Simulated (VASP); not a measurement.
A run of VASP 6.6.1 is set up as follows.

Contents of INCAR:

```
SYSTEM = BaTiO3
PREC = Accurate
ENCUT = 1340
EDIFF = 1E-6
ISMEAR = 0
SIGMA = 0.01
LREAL = .FALSE.
LASPH = .TRUE.
NELM = 120
ALGO = Normal
ISIF = 2
LWAVE = .FALSE.
LCHARG = .FALSE.
GGA = PE
NBANDS = 28
GGA_COMPAT = .FALSE.
```

KPOINTS

```
regular mesh
0
G
  6 6 6
  0 0 0
```

File POSCAR:

```
BaTiO3
1.0
    3.8677504747      0.0000000000      0.0000000000
    0.0000000000      3.8677504747      0.0000000000
    0.0000000000      0.0000000000      3.8677504747
Ba Ti O
1 1 3
Direct
    0.5000000000      0.5000000000      0.5000000000
    0.0000000000      0.0000000000      0.0000000000
    0.5000000000      0.0000000000      0.0000000000
    0.0000000000      0.5000000000      0.0000000000
    0.0000000000      0.0000000000      0.5000000000
```

Potentials or basis: VASP PAW PBE potentials, release 64 (Ba_sv, Ti_sv, O_h).

Launch:

```sh
$ cat potpaw_PBE.64/Ba_sv/POTCAR potpaw_PBE.64/Ti_sv/POTCAR potpaw_PBE.64/O_h/POTCAR > POTCAR
$ mpirun -np 1 vasp_std > vasp.out
```

Estimate the band gap on the k mesh.

1.95 eV (least direct gap 1.97 eV).

Predict the pressure.

26.8 GPa.

Caveat: the cell stands under pressure; spin-orbit coupling is left out, which moves the levels of the heavy elements. A k mesh can miss the band edges.
